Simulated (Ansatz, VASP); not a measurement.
# SnSe: VASP beside Ansatz

INCAR

```
  ALGO = Normal
  EDIFF = 1E-7
  ENCUT = 520
  GGA = CA
  ISIF = 2
  ISMEAR = 0
  LASPH = True
  LCHARG = False
  LREAL = False
  LWAVE = False
  NBANDS = 17
  NELM = 100
  PREC = Accurate
  SIGMA = 0.05
```

Contents of KPOINTS:

```
k-points
0
Gamma
  8 8 8
```

Contents of POSCAR:

```
SnSe
1.0
    0.0000000000      2.9466477701      2.9466477701
    2.9466477701      0.0000000000      2.9466477701
    2.9466477701      2.9466477701      0.0000000000
Sn Se
1 1
Direct
   -0.0149981190      0.0000000000      0.0000000000
    0.5000000000      0.5000000000      0.5000000000
```

Input for Ansatz:

```yaml
crystal:
  lattice:
    - [0.0, 2.9466477701, 2.9466477701]
    - [2.9466477701, 0.0, 2.9466477701]
    - [2.9466477701, 2.9466477701, 0.0]
  atoms:
    - { symbol: Sn, position: [-0.014998119, 0.0, 0.0] }
    - { symbol: Se, position: [0.5, 0.5, 0.5] }
basis:
  ecutwfc: 420
kpoints:
  mp_grid: { grid: [8, 8, 8] }
hamiltonian:
  xc: lda
scf:
  occupations: { method: gaussian, width: 0.05 }
output:
  forces: true
  stress: true
  eigenvalues: true
```

Change from the starting cell: all Sn atoms moved +0.062 Å, as atom 1 towards its neighbour atom 1 (Sn) at 4.167 Å.

Alike in both runs: task single point; functional LDA; k mesh 8 × 8 × 8; occupations gaussian, width 0.05 eV; no spin polarisation.

```csv
,VASP,Ansatz
version,VASP 6.6.1,Ansatz 0.2.0
potentials or method,"VASP PAW LDA potentials, release 64 (Sn_d, Se), cutoff 520 eV","scalar-relativistic, plane waves, PAW"
valence electrons in the cell,20,30
```

```tsv
	VASP	Ansatz	Ansatz less VASP
gap on the k mesh at the Fermi level (eV)	0.77	0.77	+0.004
least direct gap on the mesh (eV)	0.90	0.88	-0.021
pressure (GPa)	0.2	0.1	-0.10
rms of the force components (eV/Å)	0.018	0.016	-0.0022
```

LDA's correlation is that of Perdew and Zunger in VASP and of Perdew and Wang (1992) in Ansatz. Atom by atom the forces differ by 0.002 eV/Å (rms over components). VASP's potentials hold 20 valence electrons a cell and Ansatz's 30, so a difference there can come from the potentials and not from the codes.
